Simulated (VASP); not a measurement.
# PbF2 (Fluorocronite) (Fm-3m) in VASP: a series of runs

Aim: see how the results for PbF2 (Fluorocronite) move with the level of theory and the settings. Levels: PBE, r2SCAN. Tasks: single point.

Program: VASP 6.6.1. These are calculated values, not measurements. Logs are shortened: lines on timing, memory, paths and dates and some standing lists are left out, and cuts for length are marked.

## Step 1: The cell of the first run

It takes space group Fm-3m (No. 225, cubic). Conventional cell: a = 5.892 Å, b = 5.892 Å, c = 5.892 Å, α = 90.00°, β = 90.00°, γ = 90.00°. Pb (site symmetry m-3m) has 8 F at 2.55 Å within 3.4 Å. F (site symmetry -43m) has 4 Pb at 2.55 Å and 6 F at 2.95 Å within 3.4 Å.

## Step 2: Single point, PBE

Input file INCAR:

```
ALGO     = Normal         # electronic algorithm
EDIFF    = 1E-6           # SCF threshold, eV
ENCUT    = 520            # plane-wave cutoff, eV
GGA      = PE             # functional
ISIF     = 2              # what is computed and relaxed
ISMEAR   = 0              # smearing method
LASPH    = T              # aspherical terms in the spheres
LCHARG   = F              # write CHGCAR
LREAL    = F              # projectors in reciprocal space
LWAVE    = F              # write WAVECAR
NBANDS   = 21             # bands
NELM     = 100            # most SCF steps
PREC     = Accurate       # precision mode
SIGMA    = 0.01           # smearing width, eV
```

Input file KPOINTS:

```
k-points
0
Gamma
  6 6 6
```

Input file POSCAR:

```
PbF2
1.0
    0.0000000000      2.9458082805      2.9458082805
    2.9458082805      0.0000000000      2.9458082805
    2.9458082805      2.9458082805      0.0000000000
Pb F
1 2
Direct
    0.0000000000      0.0000000000      0.0000000000
    0.2500000000      0.2500000000      0.2500000000
    0.7500000000      0.7500000000      0.7500000000
```

Potentials or basis: VASP PAW PBE potentials, release 64 (Pb_d, F).

Command:

```bash
$ cat potpaw_PBE.64/Pb_d/POTCAR potpaw_PBE.64/F/POTCAR > POTCAR
$ mpirun -np 1 vasp_std > vasp.out
```

OUTCAR:

```text
EDIFF = 1E-6
   ENCUT = 520
   GGA = PE
   ISIF = 2
   ISMEAR = 0
   LASPH = T
   LREAL = F
   NELM = 100
   PREC = Accurate

 ion  position               nearest neighbor table
   1  0.000  0.000  0.000-   2 2.55   3 2.55   3 2.55   3 2.55   3 2.55   2 2.55   2 2.55   2 2.55

   2  0.250  0.250  0.250-   1 2.55   1 2.55   1 2.55   1 2.55
   3  0.750  0.750  0.750-   1 2.55   1 2.55   1 2.55   1 2.55

  LATTYP: Found a face centered cubic cell.
 ALAT       =     5.8916165610

  Lattice vectors:

 A1 = (   0.0000000000,   2.9458082805,   2.9458082805)
 A2 = (   2.9458082805,   0.0000000000,   2.9458082805)
 A3 = (   2.9458082805,   2.9458082805,   0.0000000000)

Analysis of symmetry for initial positions (statically):
=====================================================================
 Subroutine PRICEL returns:
 Original cell was already a primitive cell.

 Routine SETGRP: Setting up the symmetry group for a
 face centered cubic supercell.

 Subroutine GETGRP returns: Found 48 space group operations
 (whereof 48 operations were pure point group operations)
 out of a pool of 48 trial point group operations.

The static configuration has the point symmetry O_h .

Analysis of symmetry for dynamics (positions and initial velocities):
=====================================================================
 Subroutine PRICEL returns:
 Original cell was already a primitive cell.

 Routine SETGRP: Setting up the symmetry group for a
 face centered cubic supercell.

 Subroutine GETGRP returns: Found 48 space group operations
 (whereof 48 operations were pure point group operations)
 out of a pool of 48 trial point group operations.

The dynamic configuration has the point symmetry O_h .

 Subroutine INISYM returns: Found 48 space group operations
 (whereof 48 operations are pure point group operations),
 and found     1 'primitive' translations

----------------------------------------------------------------------------------------

                                     Primitive cell

  volume of cell :      51.1262

  direct lattice vectors                    reciprocal lattice vectors
     0.000000000  2.945808281  2.945808281    -0.169732702  0.169732702  0.169732702
     2.945808281  0.000000000  2.945808281     0.169732702 -0.169732702  0.169732702
     2.945808281  2.945808281  0.000000000     0.169732702  0.169732702 -0.169732702

  length of vectors
     4.166002022  4.166002022  4.166002022     0.293985664  0.293985664  0.293985664

  position of ions in fractional coordinates (direct lattice)
     0.000000000  0.000000000  0.000000000
     0.250000000  0.250000000  0.250000000
     0.750000000  0.750000000  0.750000000

  ion indices of the primitive-cell ions
   primitive index   ion index
                 1           1
                 2           2
                 3           3

----------------------------------------------------------------------------------------

 KPOINTS: k-points

Automatic generation of k-mesh.
 Grid dimensions read from file:
 generate k-points for:    6    6    6

 Generating k-lattice:

  Cartesian coordinates                     Fractional coordinates (reciprocal lattice)
    -0.028288784  0.028288784  0.028288784     0.166666667  0.000000000  0.000000000
     0.028288784 -0.028288784  0.028288784     0.000000000  0.166666667  0.000000000
     0.028288784  0.028288784 -0.028288784     0.000000000  0.000000000  0.166666667

  Length of vectors
     0.048997611  0.048997611  0.048997611

  Shift w.r.t. Gamma in fractional coordinates (k-lattice)
     0.000000000  0.000000000  0.000000000

 Subroutine IBZKPT returns following result:
 ===========================================

 Found     16 irreducible k-points:

 Following reciprocal coordinates:
            Coordinates               Weight
  0.000000  0.000000  0.000000      1.000000
  0.166667  0.000000  0.000000      8.000000
  0.333333  0.000000  0.000000      8.000000
  0.500000  0.000000  0.000000      4.000000
  0.166667  0.166667  0.000000      6.000000
  0.333333  0.166667  0.000000     24.000000
[... 8 lines left out ...]
 -0.333333  0.333333  0.166667     24.000000
 -0.333333  0.500000  0.166667     12.000000
   k-points           NKPTS =     16   k-points in BZ     NKDIM =     16   number of bands    NBANDS=     21
   number of dos      NEDOS =    301   number of ions     NIONS =      3
   total plane-waves  NPLWV =  32768
   dimension x,y,z NGX =    32 NGY =   32 NGZ =   32
   dimension x,y,z NGXF=    64 NGYF=   64 NGZF=   64
   ions per type =               1   2
   NGX,Y,Z   is equivalent  to a cutoff of  12.77, 12.77, 12.77 a.u.
   NGXF,Y,Z  is equivalent  to a cutoff of  25.54, 25.54, 25.54 a.u.
 SYSTEM =  unknown system
   PREC   = accura    normal or accurate (medium, high low for compatibility)
   ISTART =      0    job   : 0-new  1-cont  2-samecut
   ICHARG =      2    charge: 1-file 2-atom 10-const
   ISPIN  =      1    spin polarized calculation?
   LNONCOLLINEAR =      F non collinear calculations
   LSORBIT =      F    spin-orbit coupling
   LASPH  =      T    aspherical Exc in radial PAW
   ENCUT  =  520.0 eV  38.22 Ry    6.18 a.u.   7.75  7.75  7.75*2*pi/ulx,y,z
   NELM   =    100;   NELMIN=  2; NELMDL= -5     # of ELM steps
   EDIFF  = 0.1E-05   stopping-criterion for ELM
   LREAL  =      F    real-space projection
   EDIFFG = 0.1E-04   stopping-criterion for IOM
   NSW    =      0    number of steps for IOM
   IBRION =     -1    ionic relax: 0-MD 1-quasi-New 2-CG
   NFREE  =      0    steps in history (QN), initial steepest desc. (CG)
   ISIF   =      2    stress and relaxation
   ISYM   =      2    0-nonsym 1-usesym 2-fastsym
   POTIM  = 0.5000    time-step for ionic-motion
   TEBEG  =    0.0;   TEEND  =   0.0 temperature during run
   PSTRESS=    0.0 pullay stress
   NELECT =      28.0000    total number of electrons
   NUPDOWN=      -1.0000    fix difference up-down
   EMIN   =  10.00;   EMAX   =-10.00  energy-range for DOS
   EFERMI =   0.00;   METHOD = LEGACY
   ISMEAR =     0;   SIGMA  =   0.01  broadening in eV -4-tet -1-fermi 0-gaus
   EFERMI_NEDOS =   21; number of points for ismear=-14 and -15
   IALGO  =     38    algorithm
   IMIX   =      4    mixing-type and parameters
     AMIX     =   0.40;   BMIX     =  1.00
     AMIX_MAG =   1.60;   BMIX_MAG =  1.00
  volume/ion in A,a.u.               =      17.04       115.01
  Fermi-wavevector in a.u.,A,eV,Ry     =   1.339408  2.531115 24.409055  1.794015
  Thomas-Fermi vector in A             =   2.467803
   LORBIT       =      0    0 simple, 1 ext, 2 COOP (PROOUT), +10 PAW based schemes
   GGA     = PE    functional components
   LHFCALC =     F    Hartree Fock is set to
   AEXX    =    0.0000 exact exchange contribution
   IVDW    =     0    specifies the selected vdW correction
   LEPSILON=     F    determine dielectric tensor
   LRPA    =     F    only Hartree local field effects (RPA)
 non-spin polarized calculation
 Gauss-broadening in eV      SIGMA  =   0.01
  energy-cutoff  :      520.00
  volume of cell :       51.13
 maximum number of plane-waves:      1411
   NGX = 15   NGY = 15   NGZ = 15

 number of electron      27.9999995 magnetization

 Free energy of the ion-electron system (eV)
  ---------------------------------------------------
  ext. energy  EPLUGINS =         0.00000000
  ---------------------------------------------------
  free energy    TOTEN  =       -14.31349770 eV

  energy without entropy =      -14.31349770  energy(sigma->0) =      -14.31349770

 E-fermi :   2.1957     XC(G=0):  -9.4971

 val. band max:        2.0915946930   @ k =  -0.3333   0.3333   0.1667
 cond. band min:       6.5290636399   @ k =   0.5000   0.5000   0.0000
 fundamental gap:      4.4374689468
 Fermi energy:         2.1957009640

 k-point     1 :       0.0000    0.0000    0.0000
  band No.  band energies     occupation
      1     -19.1333      2.00000
      2     -18.4797      2.00000
      3     -12.3451      2.00000
      4     -12.3451      2.00000
      5     -12.3451      2.00000
      6     -12.2803      2.00000
[... 13 lines left out ...]
     20      17.3024      0.00000
     21      19.7468      0.00000

 k-point     2 :       0.1667    0.0000    0.0000
  band No.  band energies     occupation
      1     -19.0778      2.00000
      2     -18.5295      2.00000
      3     -12.3342      2.00000
      4     -12.3342      2.00000
      5     -12.2862      2.00000
      6     -12.2794      2.00000
[... 13 lines left out ...]
     20      16.6682      0.00000
     21      18.7205      0.00000

 k-point     3 :       0.3333    0.0000    0.0000
  band No.  band energies     occupation
      1     -18.9470      2.00000
      2     -18.6462      2.00000
      3     -12.3252      2.00000
      4     -12.3252      2.00000
      5     -12.2647      2.00000
      6     -12.2647      2.00000
[... 13 lines left out ...]
     20      16.0622      0.00000
     21      17.1413      0.00000

 k-point     4 :       0.5000    0.0000    0.0000
  band No.  band energies     occupation
      1     -18.8308      2.00000
      2     -18.7533      2.00000
      3     -12.3263      2.00000
      4     -12.3263      2.00000
      5     -12.2516      2.00000
      6     -12.2516      2.00000
[... 13 lines left out ...]
     20      15.8954      0.00000
     21      16.4701      0.00000

 k-point     5 :       0.1667    0.1667    0.0000
  band No.  band energies     occupation
      1     -19.0611      2.00000
      2     -18.5437      2.00000
      3     -12.3219      2.00000
      4     -12.3219      2.00000
      5     -12.2891      2.00000
      6     -12.2794      2.00000
[... 13 lines left out ...]
     20      17.5512      0.00000
     21      18.7620      0.00000

 k-point     6 :       0.3333    0.1667    0.0000
  band No.  band energies     occupation
      1     -18.9617      2.00000
      2     -18.6299      2.00000
      3     -12.3079      2.00000
      4     -12.3069      2.00000
      5     -12.2808      2.00000
      6     -12.2616      2.00000
[... 13 lines left out ...]
     20      17.3879      0.00000
     21      18.3134      0.00000

 k-point     7 :       0.5000    0.1667    0.0000
  band No.  band energies     occupation
      1     -18.8392      2.00000
      2     -18.7397      2.00000
      3     -12.3092      2.00000
      4     -12.3079      2.00000
      5     -12.2518      2.00000
      6     -12.2448      2.00000
[... 13 lines left out ...]
     20      17.5163      0.00000
     21      18.1338      0.00000
[... 99 lines left out ...]
      1     -18.7949      2.00000
      2     -18.7744      2.00000
      3     -12.3027      2.00000
      4     -12.2732      2.00000
      5     -12.2712      2.00000
      6     -12.1836      2.00000
[... 13 lines left out ...]
     20      18.1460      0.00000
     21      18.8390      0.00000

 k-point    13 :       0.5000    0.5000    0.0000
  band No.  band energies     occupation
      1     -18.8375      2.00000
      2     -18.7256      2.00000
      3     -12.3200      2.00000
      4     -12.2543      2.00000
      5     -12.2496      2.00000
      6     -12.2496      2.00000
[... 13 lines left out ...]
     20      18.7997      0.00000
     21      19.4702      0.00000

 k-point    14 :       0.5000    0.3333    0.1667
  band No.  band energies     occupation
      1     -18.8744      2.00000
      2     -18.7028      2.00000
      3     -12.3037      2.00000
      4     -12.2785      2.00000
      5     -12.2776      2.00000
      6     -12.2302      2.00000
[... 13 lines left out ...]
     20      18.1082      0.00000
     21      18.9427      0.00000

 k-point    15 :      -0.3333    0.3333    0.1667
  band No.  band energies     occupation
      1     -18.7943      2.00000
      2     -18.7749      2.00000
      3     -12.3021      2.00000
      4     -12.2816      2.00000
      5     -12.2574      2.00000
      6     -12.2015      2.00000
[... 13 lines left out ...]
     20      18.7117      0.00000
     21      18.7536      0.00000

 k-point    16 :      -0.3333    0.5000    0.1667
  band No.  band energies     occupation
      1     -18.8100      2.00000
      2     -18.7540      2.00000
      3     -12.3084      2.00000
      4     -12.2649      2.00000
      5     -12.2496      2.00000
      6     -12.2133      2.00000
[... 13 lines left out ...]
     20      17.5377      0.00000
     21      18.7651      0.00000

------------------------ aborting loop because EDIFF is reached ----------------------------------------

  FORCE on cell =-STRESS in cart. coord.  units (eV):
  Direction    XX          YY          ZZ          XY          YZ          ZX
  --------------------------------------------------------------------------------------
  -------------------------------------------------------------------------------------
  Total        1.2704898      1.2704898      1.2704898      0.0000000      0.0000000      0.0000000
  in kB       39.8142305     39.8142305     39.8142305      0.0000000      0.0000000      0.0000000
  external PRESSURE =      39.8142305 kB  Pullay stress =       0.0000000 kB

 VOLUME and BASIS-vectors are now :
 -----------------------------------------------------------------------------
  energy-cutoff  :      520.00
  volume of cell :       51.13
      direct lattice vectors                 reciprocal lattice vectors
     0.000000000  2.945808281  2.945808281    -0.169732702  0.169732702  0.169732702
     2.945808281  0.000000000  2.945808281     0.169732702 -0.169732702  0.169732702
     2.945808281  2.945808281  0.000000000     0.169732702  0.169732702 -0.169732702

 POSITION                                       TOTAL-FORCE (eV/Angst)
 -----------------------------------------------------------------------------------
      0.00000      0.00000      0.00000         0.000000      0.000000      0.000000
      1.47290      1.47290      1.47290        -0.000000     -0.000000      0.000000
      4.41871      4.41871      4.41871         0.000000      0.000000     -0.000000
 -----------------------------------------------------------------------------------
    total drift:                                0.000000     -0.000000      0.000000

  FREE ENERGIE OF THE ION-ELECTRON SYSTEM (eV)
  ---------------------------------------------------
  free  energy   TOTEN  =       -14.3134977024 eV

  energy  without entropy=      -14.3134977024  energy(sigma->0) =      -14.31349770
```

It took 6.9 s on 1 thread of Intel Xeon 6975P-C (Granite Rapids), shared host; peak memory 0.17 GiB.

Results:

```
Free energy            : -14.3135 eV
Pressure               : 4.0 GPa
Band gap on the k mesh : 4.44 eV, indirect (least direct gap 4.56 eV)
```

Levels at points of the mesh, in eV from the valence-band top:
| k point | band 11 | band 12 | band 13 | band 14 | band 15 | band 16 | band 17 | band 18 |
| --- | --- | --- | --- | --- | --- | --- | --- | --- |
| (0.00, 0.00, 0.00) | -2.57 | -2.07 | -2.07 | -2.07 | 6.82 | 6.82 | 6.82 | 10.71 |
| (0.50, 0.00, 0.00) | -2.79 | -2.24 | -2.24 | -0.02 | 5.05 | 7.75 | 7.75 | 13.27 |
| (0.50, 0.50, 0.00) | -1.64 | -1.63 | -1.63 | -0.12 | 4.44 | 7.99 | 7.99 | 8.94 |

Caveat: spin-orbit coupling is left out, which moves the levels of the heavy elements. A k mesh can miss the band edges.

## Step 3: Single point, PBE

Input file INCAR:

```
SYSTEM = PbF2
  PREC = Accurate
  ENCUT = 520
  EDIFF = 1E-7
  ISMEAR = 0
  SIGMA = 0.01
  LREAL = .False.
  LASPH = .True.
  NELM = 80
  ALGO = Normal
  ISIF = 2
  LWAVE = .False.
  LCHARG = .True.
  GGA = PE
  LELF = .True.
  LVHAR = .True.
  NBANDS = 21
```

Input file KPOINTS:

```
Automatic mesh
0
Gamma
  6 6 6
  0 0 0
```

POSCAR is that of step 2.

Potentials or basis: VASP PAW PBE potentials, release 64 (Pb_d, F).

Command:

```bash
$ cat potpaw_PBE.64/Pb_d/POTCAR potpaw_PBE.64/F/POTCAR > POTCAR
$ mpirun -np 1 vasp_std > vasp.out
```

It took 8 s on 1 thread of Intel Xeon 6975P-C (Granite Rapids), shared host; peak memory 0.17 GiB.

Results (log left out):

| Property | Result |
| --- | --- |
| Free energy | -14.3135 eV |
| Pressure | 4.0 GPa |
| Band gap on the k mesh | 4.44 eV, indirect (least direct gap 4.56 eV) |

Levels at points of the mesh, in eV from the valence-band top:
| k point | band 11 | band 12 | band 13 | band 14 | band 15 | band 16 | band 17 | band 18 |
| --- | --- | --- | --- | --- | --- | --- | --- | --- |
| (0.00, 0.00, 0.00) | -2.57 | -2.07 | -2.07 | -2.07 | 6.82 | 6.82 | 6.82 | 10.71 |
| (0.50, 0.00, 0.00) | -2.79 | -2.24 | -2.24 | -0.02 | 5.05 | 7.75 | 7.75 | 13.27 |
| (0.50, 0.50, 0.00) | -1.64 | -1.63 | -1.63 | -0.12 | 4.44 | 7.99 | 7.99 | 8.94 |

Caveat: spin-orbit coupling is left out, which moves the levels of the heavy elements.

(Part 1 of 2 ends here.)
